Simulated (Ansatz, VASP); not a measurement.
## Tl in VASP and in Ansatz

```xyz
1
Lattice="-1.9874 1.9874 1.9874 1.9874 -1.9874 1.9874 1.9874 1.9874 -1.9874" Properties=species:S:1:pos:R:3 pbc="T T T"
Tl    0.0000    0.0000    0.0000
```

Alike in both runs: functional PBE; k mesh 12 × 12 × 12; occupations fermi-dirac, width 0.05 eV; no spin polarisation.

Ansatz relaxed the structure, and its values are those at the end. VASP's run is a single point on that final structure, the one shown.

|  | VASP | Ansatz |
| --- | --- | --- |
| version | VASP 6.6.1 | Ansatz 0.2.0 |
| potentials or method | VASP PAW PBE potentials, release 64 (Tl_d) | PAW with Ansatz's default frozen-core files, scalar-relativistic |
| plane-wave cutoff (eV) | 520 | 420 |
| valence electrons in the cell | 13 | 13 |

```tsv
	VASP	Ansatz	Ansatz less VASP
pressure (GPa)	-0.1	0.0	+0.06
```

Neither program's run includes spin-orbit coupling.
